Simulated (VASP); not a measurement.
# Cd2S (P3m1) in VASP: settings compared

The runs below take Cd2S through single point, with PBE, r2SCAN, LDA, PBEsol.

All numbers are computed with VASP 6.6.1; they aren't measurements. Logs are shortened: lines on timing, memory, paths and dates and some standing lists are left out, and cuts for length are marked.

## (1) The cell of the first run

Symmetry: P3m1, No. 156, trigonal system. The conventional cell has a = 4.015 Å, b = 4.015 Å, c = 5.886 Å, α = 90.00°, β = 90.00°, γ = 120.00°. Within 3.4 Å of Cd (site symmetry 3m) lie 2 S at 2.55 to 3.34 Å and 3 Cd at 3.12 Å. Within 3.5 Å of Cd (site symmetry 3m) lie 3 S at 2.64 Å and 3 Cd at 3.12 Å. S (site symmetry 3m) has 5 Cd at 2.55 to 3.34 Å within 3.4 Å.

## (2) Single point, PBE

INCAR reads:

```
  PREC = Accurate
  ENCUT = 520
  EDIFF = 1E-6
  ISMEAR = -1
  SIGMA = 0.05
  LREAL = F
  LASPH = T
  NELM = 100
  ALGO = Normal
  ISIF = 2
  LWAVE = F
  LCHARG = F
  GGA = PE
  NBANDS = 22
```

KPOINTS reads:

```
Automatic mesh
0
Gamma
  8 8 5
```

POSCAR reads:

```
Cd2S
1.0
    4.0148164244      0.0000000000      0.0000000000
   -2.0074082122      3.4769330151      0.0000000000
    0.0000000000      0.0000000000      5.8856375034
Cd S
2 1
Direct
    0.3333333333      0.6666666667      0.9327170000
    0.6666666667      0.3333333333      0.5787350000
    0.3333333333      0.6666666667      0.3657050000
```

Potentials or basis: VASP PAW PBE potentials, release 64 (Cd, S).

Launch:

```sh
$ cat potpaw_PBE.64/Cd/POTCAR potpaw_PBE.64/S/POTCAR > POTCAR
$ mpirun -np 1 vasp_std > vasp.out
```

OUTCAR:

```text
PREC = Accurate
   ENCUT = 520
   EDIFF = 1E-6
   ISMEAR = -1
   LREAL = F
   LASPH = T
   NELM = 100
   ISIF = 2
   GGA = PE

 ion  position               nearest neighbor table
   1  0.333  0.667  0.933-   3 2.55   2 3.12   2 3.12   2 3.12
   2  0.667  0.333  0.579-   3 2.64   3 2.64   3 2.64   1 3.12   1 3.12   1 3.12
   3  0.333  0.667  0.366-   1 2.55   2 2.64   2 2.64   2 2.64

  LATTYP: Found a hexagonal cell.
 ALAT       =     4.0148164244
 C/A-ratio  =     1.4659792332

  Lattice vectors:

 A1 = (   4.0148164244,   0.0000000000,   0.0000000000)
 A2 = (  -2.0074082122,   3.4769330151,   0.0000000000)
 A3 = (   0.0000000000,   0.0000000000,   5.8856375034)

Analysis of symmetry for initial positions (statically):
=====================================================================
 Subroutine PRICEL returns:
 Original cell was already a primitive cell.

 Routine SETGRP: Setting up the symmetry group for a
 hexagonal supercell.

 Subroutine GETGRP returns: Found  6 space group operations
 (whereof  6 operations were pure point group operations)
 out of a pool of 24 trial point group operations.

The static configuration has the point symmetry C_3v.

Analysis of symmetry for dynamics (positions and initial velocities):
=====================================================================
 Subroutine PRICEL returns:
 Original cell was already a primitive cell.

 Routine SETGRP: Setting up the symmetry group for a
 hexagonal supercell.

 Subroutine GETGRP returns: Found  6 space group operations
 (whereof  6 operations were pure point group operations)
 out of a pool of 24 trial point group operations.

The dynamic configuration has the point symmetry C_3v.

 Subroutine INISYM returns: Found  6 space group operations
 (whereof  6 operations are pure point group operations),
 and found     1 'primitive' translations

----------------------------------------------------------------------------------------

                                     Primitive cell

  volume of cell :      82.1591

  direct lattice vectors                    reciprocal lattice vectors
     4.014816424  0.000000000  0.000000000     0.249077391  0.143804899  0.000000000
    -2.007408212  3.476933015  0.000000000     0.000000000  0.287609797  0.000000000
     0.000000000  0.000000000  5.885637503     0.000000000  0.000000000  0.169905129

  length of vectors
     4.014816424  4.014816424  5.885637503     0.287609797  0.287609797  0.169905129

  position of ions in fractional coordinates (direct lattice)
     0.333333333  0.666666667  0.932717000
     0.666666667  0.333333333  0.578735000
     0.333333333  0.666666667  0.365705000

  ion indices of the primitive-cell ions
   primitive index   ion index
                 1           1
                 2           2
                 3           3

----------------------------------------------------------------------------------------

 KPOINTS: Automatic mesh

Automatic generation of k-mesh.
 Grid dimensions read from file:
 generate k-points for:    8    8    5

 Generating k-lattice:

  Cartesian coordinates                     Fractional coordinates (reciprocal lattice)
     0.031134674  0.017975612  0.000000000     0.125000000  0.000000000  0.000000000
     0.000000000  0.035951225  0.000000000     0.000000000  0.125000000  0.000000000
     0.000000000  0.000000000  0.033981026     0.000000000  0.000000000  0.200000000

  Length of vectors
     0.035951225  0.035951225  0.033981026

  Shift w.r.t. Gamma in fractional coordinates (k-lattice)
     0.000000000  0.000000000  0.000000000

 Subroutine IBZKPT returns following result:
 ===========================================

 Found     40 irreducible k-points:

 Following reciprocal coordinates:
            Coordinates               Weight
  0.000000  0.000000  0.000000      1.000000
  0.125000  0.000000  0.000000      6.000000
  0.250000  0.000000  0.000000      6.000000
  0.375000 -0.000000  0.000000      6.000000
  0.500000  0.000000  0.000000      3.000000
  0.125000  0.125000  0.000000      6.000000
[... 16 lines left out ...]
 -0.125000  0.500000  0.200000     12.000000
  0.250000  0.250000  0.200000     12.000000
 [... further k-points ...]
   k-points           NKPTS =     40   k-points in BZ     NKDIM =     40   number of bands    NBANDS=     22
   number of dos      NEDOS =    301   number of ions     NIONS =      3
   total plane-waves  NPLWV =  43200
   dimension x,y,z NGX =    30 NGY =   30 NGZ =   48
   dimension x,y,z NGXF=    60 NGYF=   60 NGZF=   96
   ions per type =               2   1
   NGX,Y,Z   is equivalent  to a cutoff of  12.42, 12.42, 13.56 a.u.
   NGXF,Y,Z  is equivalent  to a cutoff of  24.84, 24.84, 27.12 a.u.
 SYSTEM =  unknown system
   PREC   = accura    normal or accurate (medium, high low for compatibility)
   ISTART =      0    job   : 0-new  1-cont  2-samecut
   ICHARG =      2    charge: 1-file 2-atom 10-const
   ISPIN  =      1    spin polarized calculation?
   LNONCOLLINEAR =      F non collinear calculations
   LSORBIT =      F    spin-orbit coupling
   LASPH  =      T    aspherical Exc in radial PAW
   ENCUT  =  520.0 eV  38.22 Ry    6.18 a.u.   7.46  7.46 10.94*2*pi/ulx,y,z
   NELM   =    100;   NELMIN=  2; NELMDL= -5     # of ELM steps
   EDIFF  = 0.1E-05   stopping-criterion for ELM
   LREAL  =      F    real-space projection
   EDIFFG = 0.1E-04   stopping-criterion for IOM
   NSW    =      0    number of steps for IOM
   IBRION =     -1    ionic relax: 0-MD 1-quasi-New 2-CG
   NFREE  =      0    steps in history (QN), initial steepest desc. (CG)
   ISIF   =      2    stress and relaxation
   ISYM   =      2    0-nonsym 1-usesym 2-fastsym
   POTIM  = 0.5000    time-step for ionic-motion
   TEBEG  =    0.0;   TEEND  =   0.0 temperature during run
   PSTRESS=    0.0 pullay stress
   NELECT =      30.0000    total number of electrons
   NUPDOWN=      -1.0000    fix difference up-down
   EMIN   =  10.00;   EMAX   =-10.00  energy-range for DOS
   EFERMI =   0.00;   METHOD = LEGACY
   ISMEAR =    -1;   SIGMA  =   0.05  broadening in eV -4-tet -1-fermi 0-gaus
   EFERMI_NEDOS =   21; number of points for ismear=-14 and -15
   IALGO  =     38    algorithm
   IMIX   =      4    mixing-type and parameters
     AMIX     =   0.40;   BMIX     =  1.00
     AMIX_MAG =   1.60;   BMIX_MAG =  1.00
  volume/ion in A,a.u.               =      27.39       184.81
  Fermi-wavevector in a.u.,A,eV,Ry     =   1.170119  2.211204 18.628808  1.369179
  Thomas-Fermi vector in A             =   2.306582
   LORBIT       =      0    0 simple, 1 ext, 2 COOP (PROOUT), +10 PAW based schemes
   GGA     = PE    functional components
   LHFCALC =     F    Hartree Fock is set to
   AEXX    =    0.0000 exact exchange contribution
   IVDW    =     0    specifies the selected vdW correction
   LEPSILON=     F    determine dielectric tensor
   LRPA    =     F    only Hartree local field effects (RPA)
 non-spin polarized calculation
  energy-cutoff  :      520.00
  volume of cell :       82.16
 maximum number of plane-waves:      2230
 NGX is ok and might be reduce to    30
   NGX = 15   NGY = 15   NGZ = 21

 number of electron      30.0000001 magnetization

 Free energy of the ion-electron system (eV)
  ---------------------------------------------------
  ext. energy  EPLUGINS =         0.00000000
  ---------------------------------------------------
  free energy    TOTEN  =        -6.22769654 eV

  energy without entropy =       -6.22636417  energy(sigma->0) =       -6.22703035

 E-fermi :   1.2246     XC(G=0):  -9.1088

 val. band max:        1.0718303609   @ k =   0.3750   0.2500   0.2000
 cond. band min:       1.3387580520   @ k =   0.5000   0.0000   0.2000
 fundamental gap:      0.2669276911
 Fermi energy:         1.2245529558

 k-point     1 :       0.0000    0.0000    0.0000
  band No.  band energies     occupation
      1     -11.3376      2.00000
      2      -7.1944      2.00000
      3      -7.1944      2.00000
      4      -7.0996      2.00000
      5      -7.0996      2.00000
      6      -7.0227      2.00000
[... 14 lines left out ...]
     21       9.2068      0.00000
     22      10.9403      0.00000

 k-point     2 :       0.1250    0.0000    0.0000
  band No.  band energies     occupation
      1     -11.2905      2.00000
      2      -7.1999      2.00000
      3      -7.1910      2.00000
      4      -7.0989      2.00000
      5      -7.0715      2.00000
      6      -6.9865      2.00000
[... 14 lines left out ...]
     21       9.2699      0.00000
     22      10.6776      0.00000

 k-point     3 :       0.2500    0.0000    0.0000
  band No.  band energies     occupation
      1     -11.1755      2.00000
      2      -7.2025      2.00000
      3      -7.1903      2.00000
      4      -7.0965      2.00000
      5      -7.0013      2.00000
      6      -6.9569      2.00000
[... 14 lines left out ...]
     21       9.2574      0.00000
     22       9.7001      0.00000

 k-point     4 :       0.3750   -0.0000    0.0000
  band No.  band energies     occupation
      1     -11.0595      2.00000
      2      -7.1986      2.00000
      3      -7.1878      2.00000
      4      -7.1073      2.00000
      5      -6.9544      2.00000
      6      -6.9231      2.00000
[... 14 lines left out ...]
     21       8.9871      0.00000
     22       9.5226      0.00000

 k-point     5 :       0.5000    0.0000    0.0000
  band No.  band energies     occupation
      1     -11.0112      2.00000
      2      -7.2040      2.00000
      3      -7.1660      2.00000
      4      -7.1281      2.00000
      5      -6.9522      2.00000
      6      -6.8847      2.00000
[... 417 lines left out ...]
 k-point    22 :       0.3750    0.1250    0.2000
  band No.  band energies     occupation
      1     -10.9825      2.00000
      2      -7.2231      2.00000
      3      -7.1937      2.00000
      4      -7.0823      2.00000
      5      -7.0446      2.00000
      6      -6.9222      2.00000
[... 14 lines left out ...]
     21       8.8693      0.00000
     22       9.9726      0.00000

 k-point    23 :      -0.1250    0.5000    0.2000
  band No.  band energies     occupation
      1     -10.9824      2.00000
      2      -7.2187      2.00000
      3      -7.1866      2.00000
      4      -7.1037      2.00000
      5      -7.0310      2.00000
      6      -6.9107      2.00000
[... 14 lines left out ...]
     21       8.9172      0.00000
     22      10.0305      0.00000

 k-point    24 :       0.2500    0.2500    0.2000
  band No.  band energies     occupation
      1     -10.9832      2.00000
      2      -7.2367      2.00000
      3      -7.1734      2.00000
      4      -7.0721      2.00000
      5      -7.0412      2.00000
      6      -6.9458      2.00000
[... 14 lines left out ...]
     21       8.5714      0.00000
     22       9.5151      0.00000

 [... further k-points ...]
[... 5 lines left out ...]
  --------------------------------------------------------------------------------------
  -------------------------------------------------------------------------------------
  Total       -0.6065475     -0.6065475     -0.9586379      0.0000000     -0.0000000      0.0000000
  in kB      -11.8282324    -11.8282324    -18.6943187      0.0000000     -0.0000000      0.0000000
  external PRESSURE =     -14.1169278 kB  Pullay stress =       0.0000000 kB

 VOLUME and BASIS-vectors are now :
 -----------------------------------------------------------------------------
  energy-cutoff  :      520.00
  volume of cell :       82.16
      direct lattice vectors                 reciprocal lattice vectors
     4.014816424  0.000000000  0.000000000     0.249077391  0.143804899  0.000000000
    -2.007408212  3.476933015  0.000000000     0.000000000  0.287609797  0.000000000
     0.000000000  0.000000000  5.885637503     0.000000000  0.000000000  0.169905129

 POSITION                                       TOTAL-FORCE (eV/Angst)
 -----------------------------------------------------------------------------------
     -0.00000      2.31796      5.48963         0.000000     -0.000000      0.098694
      2.00741      1.15898      3.40622        -0.000000      0.000000     -0.191728
     -0.00000      2.31796      2.15241         0.000000     -0.000000      0.093035
 -----------------------------------------------------------------------------------
    total drift:                                0.000000     -0.000000      0.001113

  FREE ENERGIE OF THE ION-ELECTRON SYSTEM (eV)
  ---------------------------------------------------
  free  energy   TOTEN  =        -6.2276965360 eV

  energy  without entropy=       -6.2263641699  energy(sigma->0) =       -6.22703035
```

Run time: 28 s. Hardware: 1 thread of Intel Xeon 6975P-C (Granite Rapids), shared host; peak memory 0.22 GiB.

Results:

```yaml
Free_energy: -6.2277 eV
Pressure: -1.4 GPa
Largest_force: 0.192 eV/Å
Band_gap_on_the_k_mesh: 0.27 eV, indirect (least direct gap 0.57 eV)
```

Forces in eV/Å, atoms in the order of the input:
```
Cd   0.000  0.000  0.099
Cd   0.000  0.000 -0.192
S    0.000  0.000  0.093
```

## (3) Single point, PBE

This run uses another cell than the first one, of 27.91 Å³/atom, 1.019 times its volume.

INCAR reads:

```
PREC = Accurate
ENCUT = 520
EDIFF = 1E-6
ISMEAR = -1
SIGMA = 0.05
LREAL = False
LASPH = True
NELM = 80
ALGO = Normal
ISIF = 2
LWAVE = False
LCHARG = False
GGA = PE
NBANDS = 22
```

KPOINTS reads:

```
regular mesh
0
Gamma
  8 8 5
```

POSCAR reads:

```
Cd2S
1.0
    4.0403891930      0.0000000000      0.0000000000
   -2.0201945965      3.4990796824      0.0000000000
    0.0000000000      0.0000000000      5.9231266511
Cd S
2 1
Direct
    0.3333333333      0.6666666667      0.9327170000
    0.6666666667      0.3333333333      0.5787350000
    0.3333333333      0.6666666667      0.3657050000
```

Potentials or basis: VASP PAW PBE potentials, release 64 (Cd, S).

Launch:

```sh
$ cat potpaw_PBE.64/Cd/POTCAR potpaw_PBE.64/S/POTCAR > POTCAR
$ mpirun -np 1 vasp_std > vasp.out
```

OUTCAR:

```text
PREC = Accurate
   ENCUT = 520
   EDIFF = 1E-6
   ISMEAR = -1
   LREAL = False
   LASPH = True
   NELM = 80
   ISIF = 2
   GGA = PE

 ion  position               nearest neighbor table
   1  0.333  0.667  0.933-   3 2.56   2 3.14   2 3.14   2 3.14
   2  0.667  0.333  0.579-   3 2.65   3 2.65   3 2.65   1 3.14   1 3.14   1 3.14
   3  0.333  0.667  0.366-   1 2.56   2 2.65   2 2.65   2 2.65

  LATTYP: Found a hexagonal cell.
 ALAT       =     4.0403891930
 C/A-ratio  =     1.4659792332

  Lattice vectors:

[... 193 lines left out ...]
      6      -7.1155      2.00000
[... 589 lines left out ...]
     21       8.3862      0.00000
     22       9.3523      0.00000

 [... further k-points ...]
[... 5 lines left out ...]
  --------------------------------------------------------------------------------------
  -------------------------------------------------------------------------------------
  Total       -0.8988409     -0.8988409     -1.4316250     -0.0000000      0.0000000      0.0000000
  in kB      -17.1975013    -17.1975013    -27.3912468     -0.0000000      0.0000000      0.0000000
  external PRESSURE =     -20.5954165 kB  Pullay stress =       0.0000000 kB

 VOLUME and BASIS-vectors are now :
 -----------------------------------------------------------------------------
  energy-cutoff  :      520.00
  volume of cell :       83.74
      direct lattice vectors                 reciprocal lattice vectors
     4.040389193  0.000000000  0.000000000     0.247500909  0.142894717  0.000000000
    -2.020194597  3.499079682  0.000000000     0.000000000  0.285789433  0.000000000
     0.000000000  0.000000000  5.923126651     0.000000000  0.000000000  0.168829751

 POSITION                                       TOTAL-FORCE (eV/Angst)
 -----------------------------------------------------------------------------------
     -0.00000      2.33272      5.52460        -0.000000     -0.000000      0.132190
      2.02019      1.16636      3.42792         0.000000      0.000000     -0.254022
     -0.00000      2.33272      2.16612         0.000000     -0.000000      0.121832
 -----------------------------------------------------------------------------------
    total drift:                                0.000000     -0.000000      0.001197

  FREE ENERGIE OF THE ION-ELECTRON SYSTEM (eV)
  ---------------------------------------------------
  free  energy   TOTEN  =        -6.2106713657 eV

  energy  without entropy=       -6.2094823582  energy(sigma->0) =       -6.21007686
```

stdout:

```text
POSCAR found type information on POSCAR CdS
 POSCAR found :  2 types and       3 ions
 scaLAPACK will be used
 LDA part: xc-table for (Slater+PW92), standard interpolation
 POSCAR, INCAR and KPOINTS ok, starting setup
 FFT: planning ... GRIDC
 FFT: planning ... GRID_SOFT
 FFT: planning ... GRID
 WAVECAR not read
 entering main loop
```

Run time: 32 s. Hardware: 1 thread of Intel Xeon 6975P-C (Granite Rapids), shared host; peak memory 0.22 GiB.

What came out:

```yaml
Free_energy: -6.2107 eV
Pressure: -2.1 GPa
Largest_force: 0.254 eV/Å
Band_gap_on_the_k_mesh: 0.29 eV, indirect (least direct gap 0.57 eV)
```

Forces in eV/Å, atoms in the order of the input:
```
Cd   0.000  0.000  0.132
Cd   0.000  0.000 -0.254
S    0.000  0.000  0.122
```

A k mesh can miss the band edges.

## (4) Single point, r2SCAN

This run uses another cell than the first one, of 26.86 Å³/atom, 0.981 times its volume.

POSCAR reads:

```
Cd2S
1.0
    3.9889136618      0.0000000000      0.0000000000
   -1.9944568309      3.4545005647      0.0000000000
    0.0000000000      0.0000000000      5.8476645914
Cd S
2 1
Direct
    0.3333333333      0.6666666667      0.9327170000
    0.6666666667      0.3333333333      0.5787350000
    0.3333333333      0.6666666667      0.3657050000
```

INCAR.step1 reads:

```
SYSTEM = Cd2S
  PREC = Accurate
  ENCUT = 520
  ISMEAR = -1
  SIGMA = 0.05
  LREAL = .FALSE.
  LASPH = .TRUE.
  NELM = 100
  NBANDS = 22
  GGA = PE
  ALGO = Normal
  EDIFF = 1E-4
  LWAVE = .TRUE.
  LCHARG = .FALSE.
```

INCAR.step2 reads:

```
SYSTEM = Cd2S
  PREC = Accurate
  ENCUT = 520
  EDIFF = 1E-6
  ISMEAR = -1
  SIGMA = 0.05
  LREAL = .FALSE.
  LASPH = .TRUE.
  NELM = 100
  ALGO = Normal
  ISIF = 2
  LWAVE = .FALSE.
  LCHARG = .FALSE.
  METAGGA = R2SCAN
  LMIXTAU = .TRUE.
  NBANDS = 22
  ISTART = 1
```

KPOINTS reads:

```
regular mesh
0
G
  8 8 5
  0 0 0
```

Launch:

```sh
$ cat potpaw_PBE.64/Cd/POTCAR potpaw_PBE.64/S/POTCAR > POTCAR
$ cp INCAR.step1 INCAR
$ mpirun -np 1 vasp_std > vasp.out
$ cp INCAR.step2 INCAR
$ mpirun -np 1 vasp_std > vasp.out
```

Run time: 1.9 min. Hardware: 1 thread of Intel Xeon 6975P-C (Granite Rapids), shared host; peak memory 0.24 GiB.

It converged, with:

- Free energy: -49.0278 eV
- Pressure: -2.3 GPa
- Largest force: 0.090 eV/Å
- Band gap on the k mesh: 0.30 eV, indirect (least direct gap 0.61 eV)

Forces on the atoms (eV/Å):
```
Cd   0.000  0.000  0.060
Cd   0.000  0.000 -0.090
S    0.000  0.000  0.030
```

Stress tensor (GPa, compression positive):
```
-2.12  0.00  0.00
 0.00 -2.12  0.00
 0.00  0.00 -2.60
```

Levels at points of the mesh, in eV from the valence-band top:
```tsv
k point	band 13	band 14	band 15	band 16	band 17	band 18
(0.00, 0.00, 0.00)	-3.73	-0.83	-0.83	3.54	5.32	7.16
(0.50, 0.00, 0.00)	-3.08	-1.69	-1.19	0.61	3.42	5.02
```

Caveat: the PAW data sets were made with another functional, which shifts forces and pressure a little.

[end of part 1 of 2]
